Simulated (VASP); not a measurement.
**Al36O (a cell with a defect): single point with PBE**

System: Al36O (a cell with a defect).

```
Al O
1.0
     0.00000    6.05839    6.05839
     6.05839    0.00000    6.05839
     8.07786    8.07786    0.00000
Al O
36 1
Direct
  0.00188 0.00274 0.99737
  0.00077 0.00385 0.24589
  0.00527 0.99549 0.49991
  0.00076 0.00429 0.74827
  0.00448 0.33406 0.99657
  0.00408 0.33249 0.24777
  0.00508 0.33462 0.49785
  0.00408 0.33407 0.74812
  0.99915 0.67015 0.00114
  0.99830 0.66872 0.24713
  0.99178 0.67469 0.49292
  0.99192 0.67620 0.75563
  0.33490 0.99326 0.00421
  0.33645 0.99562 0.24999
  0.33488 0.99158 0.50011
  0.33526 0.99034 0.75185
  0.33763 0.33267 0.00284
  0.33627 0.33169 0.24425
  0.34216 0.31415 0.48500
  0.34306 0.31543 0.77217
  0.33435 0.66592 0.99970
  0.33087 0.66460 0.25164
  0.32669 0.66997 0.50033
  0.33110 0.66499 0.75155
  0.66883 0.00045 0.99907
  0.66676 0.99976 0.24920
  0.67076 0.99743 0.49830
  0.67089 0.99777 0.74946
  0.67429 0.33121 0.99657
  0.67228 0.33192 0.24724
  0.68116 0.32828 0.49627
  0.67396 0.33282 0.74726
  0.66671 0.66696 0.00237
  0.66309 0.66429 0.25323
  0.66355 0.66458 0.49975
  0.67160 0.66368 0.74720
  0.34052 0.41707 0.59069
```

```
Program                : VASP 6.6.1
Task                   : single point
Functional             : PBE
Potentials or basis    : VASP PAW PBE potentials, release 64 (Al, O)
Cutoff                 : 520 eV
k mesh                 : 2 × 2 × 2
Occupations            : methfessel-paxton, width 0.1 eV
Spin                   : no spin polarisation
Dipole correction      : no
Further INCAR settings : LREAL = Auto; ALGO = Normal; EDIFF = 1e-06; NBANDS = 81
```

| Quantity | Value |
| --- | --- |
| Pressure | 1.6 GPa |
| Largest force | 1.005 eV/Å |
| Band gap on the k mesh | zero (bands 57 and 58 overlap by 0.78 eV) |

Forces in eV/Å, atoms in the order of the input:
```
Al  -0.002  0.021 -0.053
Al   0.011  0.019 -0.020
Al   0.023 -0.033  0.001
Al  -0.020 -0.007 -0.056
Al   0.009  0.010 -0.043
Al   0.006  0.006 -0.021
Al  -0.007 -0.004 -0.046
Al   0.015 -0.010 -0.190
Al  -0.008 -0.002 -0.010
Al   0.003  0.014 -0.018
Al   0.006  0.081 -0.028
Al  -0.081 -0.007 -0.027
Al   0.007  0.002 -0.024
Al   0.006 -0.034  0.015
Al   0.017  0.004  0.005
Al   0.072 -0.065  0.040
Al   0.003 -0.001 -0.005
Al   0.002 -0.005 -0.002
Al   0.070 -0.047 -0.131
Al   0.053 -0.089 -0.151
Al   0.009 -0.020 -0.002
Al  -0.007 -0.045 -0.005
Al   0.088 -0.092  0.191
Al   0.031 -0.008  0.008
Al  -0.004  0.014 -0.030
Al  -0.004 -0.004 -0.009
Al   0.000 -0.006 -0.011
Al   0.006 -0.003 -0.009
Al   0.009  0.000 -0.023
Al   0.037  0.015 -0.042
Al   0.023 -0.035 -0.078
Al  -0.012 -0.051 -0.062
Al  -0.018  0.016  0.013
Al  -0.011  0.013 -0.013
Al  -0.018  0.016  0.000
Al   0.035 -0.042 -0.027
O   -0.347  0.379  0.864
```

Stress tensor (GPa, compression positive):
```
 1.57  1.48  0.02
 1.48  1.71 -0.05
 0.02 -0.05  1.53
```

Levels at points of the mesh, in eV from the Fermi level:
| k point | band 52 | band 53 | band 54 | band 55 | band 56 | band 57 | band 58 | band 59 | band 60 | band 61 |
| --- | --- | --- | --- | --- | --- | --- | --- | --- | --- | --- |
| (0.00, 0.00, 0.00) | -0.99 | -0.95 | -0.88 | -0.64 | -0.58 | -0.17 | 0.24 | 0.26 | 0.31 | 0.34 |
| (0.50, 0.00, 0.00) | -0.84 | -0.79 | -0.64 | -0.61 | -0.40 | -0.08 | -0.04 | 0.47 | 0.58 | 0.68 |
| (0.00, 0.50, 0.00) | -0.82 | -0.80 | -0.67 | -0.62 | -0.36 | -0.09 | -0.04 | 0.48 | 0.60 | 0.69 |
| (0.50, 0.50, 0.00) | -0.89 | -0.85 | -0.71 | -0.47 | -0.29 | 0.14 | 0.18 | 0.41 | 0.48 | 0.51 |
| (0.00, 0.00, 0.50) | -1.19 | -1.01 | -0.90 | -0.81 | -0.75 | -0.68 | -0.50 | -0.42 | -0.22 | 0.03 |
| (0.50, 0.00, 0.50) | -1.20 | -1.05 | -0.80 | -0.35 | -0.17 | 0.28 | 0.42 | 0.53 | 0.59 | 0.89 |
| (0.00, 0.50, 0.50) | -1.22 | -1.07 | -0.81 | -0.30 | -0.17 | 0.28 | 0.45 | 0.49 | 0.59 | 0.94 |
| (0.50, 0.50, 0.50) | -0.82 | -0.74 | -0.44 | -0.38 | 0.10 | 0.25 | 0.40 | 0.60 | 0.65 | 0.76 |

It took 25 min on 1 thread of Oxide Virtual Turin-like Processor (shared host), peak memory 0.79 GiB.

Caveat: the k points lie up to 0.45 Å⁻¹ apart, too coarse for converged energies and pressures of a metal.
